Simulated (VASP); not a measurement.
Set up this calculation in VASP 6.6.1, as the native input.

| Quantity | Value |
| --- | --- |
| Task | relaxation of cell and atoms |
| Functional | PBEsol |
| Potentials or basis | VASP PAW PBE potentials, release 64 (Ag, I) |
| Cutoff | 500 eV |
| k mesh | 6 × 6 × 6 |
| Occupations | gaussian, width 0.01 eV |
| Spin | no spin polarisation |
| Target pressure | 10 GPa |
| Dipole correction | no |
| Further INCAR settings | ALGO = Normal; EDIFF = 1e-07; IBRION = 2; EDIFFG = -0.002; NSW = 100; ISIF = 3 |

The structure of AgI lies in POSCAR:

```
AgI
1.0
    3.2250452875      3.2250452875      0.0000000000
   -3.2250452875      3.2250452875      0.0000000000
    0.0000000000      3.2250452875      3.2250452875
Ag I
1 1
Direct
    0.0000000000      0.0000000000      0.0000000000
    0.7500000000      0.2500000000      0.5000000000
```

One way to write it, as run:

INCAR

```
PREC = Accurate ; ENCUT = 500
EDIFF = 1E-7 ; ISMEAR = 0
SIGMA = 0.01 ; LREAL = False
LASPH = True ; NELM = 120
ALGO = Normal ; ISIF = 3
LWAVE = False ; LCHARG = False
GGA = PS ; IBRION = 2
NSW = 100 ; EDIFFG = -0.002
PSTRESS = 100.0 ; GGA_COMPAT = False
NELMIN = 4
```

KPOINTS

```
regular mesh
0
Gamma
  6 6 6
```

Potentials or basis: VASP PAW PBE potentials, release 64 (Ag, I).

Run with:

```bash
$ cat potpaw_PBE.64/Ag/POTCAR potpaw_PBE.64/I/POTCAR > POTCAR
$ mpirun -np 1 vasp_std > vasp.out
```

It gave:

The relaxed volume is 28.00 Å³/atom, the relaxed cell is a = 4.294 Å, b = 4.294 Å, c = 4.294 Å, α = 60.00°, β = 60.00°, γ = 90.00° and the space group after relaxing (to 0.05 Å) is F-43m (No. 216). The energy change on relaxing (the enthalpy is what falls) is +142.3 meV/atom and the ionic steps are 7. The pressure after relaxing is 10.0 GPa and the band gap on the k mesh is 1.21 eV, direct.

Caveat: the cell is relaxed towards a set pressure, so the enthalpy falls and the energy may rise; the volume moved by over 15 % at a fixed basis, so the end points are rough; the PAW data sets were made with another functional, which shifts forces and pressure a little; spin-orbit coupling is left out, which moves the levels of the heavy elements.

Wall time 93 s on 1 thread of Intel Xeon 6975P-C (shared host), peak memory 0.21 GiB.
